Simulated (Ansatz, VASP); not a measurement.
## LiF in VASP and in Ansatz

The input INCAR:

```
SYSTEM = LiF
PREC     = Accurate       ! precision mode
ENCUT    = 520            ! plane-wave cutoff, eV
EDIFF    = 1E-6           ! SCF threshold, eV
ISMEAR   = 0              ! smearing method
SIGMA    = 0.05           ! smearing width, eV
LREAL    = .False.        ! projectors in reciprocal space
LASPH    = .True.         ! aspherical terms in the spheres
NELM     = 60             ! most SCF steps
ALGO     = Normal         ! electronic algorithm
ISIF     = 2              ! what is computed and relaxed
LWAVE    = .False.        ! write WAVECAR
LCHARG   = .True.         ! write CHGCAR
GGA      = CA             ! functional
LELF     = .True.         ! ELF
LVHAR    = .True.       
NBANDS   = 18             ! bands
```

KPOINTS

```
Automatic mesh
0
Gamma
  9 9 6
  0 0 0
```

The input POSCAR:

```
LiF
1.0
    2.9167608750      0.0000000000      0.0000000000
   -1.4583804375      2.5259890145      0.0000000000
    0.0000000000      0.0000000000      4.7064853480
Li F
2 2
Direct
    0.3333333333      0.6666666667      0.3839784076
    0.6666666667      0.3333333333      0.8839784076
    0.3333333333      0.6666666667      0.9910195924
    0.6666666667      0.3333333333      0.4910195924
```

Input for Ansatz:

```yaml
crystal:
  lattice:
    - [2.916760875, 0.0, 0.0]
    - [-1.4583804375, 2.5259890145, 0.0]
    - [0.0, 0.0, 4.706485348]
  atoms:
    - { symbol: Li, position: [0.3333333333, 0.6666666667, 0.3839784076] }
    - { symbol: Li, position: [0.6666666667, 0.3333333333, 0.8839784076] }
    - { symbol: F, position: [0.3333333333, 0.6666666667, 0.9910195924] }
    - { symbol: F, position: [0.6666666667, 0.3333333333, 0.4910195924] }
basis:
  ecutwfc: 520.0
kpoints:
  mp_grid: { grid: [9, 9, 6] }
hamiltonian:
  xc: lda
scf:
  occupations: { method: gaussian, width: 0.05 }
output:
  forces: true
  stress: true
  eigenvalues: true
```

Alike in both runs: task single point; functional LDA; k mesh 9 × 9 × 6; occupations gaussian, width 0.05 eV; no spin polarisation.

|  | VASP | Ansatz |
| --- | --- | --- |
| version | VASP 6.6.1 | Ansatz 0.2.0 |
| potentials or method | VASP PAW LDA potentials, release 64 (Li_sv, F), cutoff 520 eV | scalar-relativistic, plane waves, PAW |
| valence electrons in the cell | 20 | 20 |

Ansatz gave:

| Item | Value |
| --- | --- |
| gap on the k mesh at the Fermi level (eV) | 8.28 |
| least direct gap on the mesh (eV) | 8.28 |
| rms of the force components (eV/Å) | 0.141 |

Question: Estimate VASP's values.

Answer: gap on the k mesh at the Fermi level (eV): 8.26; least direct gap on the mesh (eV): 8.26; rms of the force components (eV/Å): 0.142.

LDA's correlation is that of Perdew and Zunger in VASP and of Perdew and Wang (1992) in Ansatz. Atom by atom the forces differ by 0.001 eV/Å (rms over components).

Noted on VASP's run: the cutoff is short for stress, so the pressure is rough.
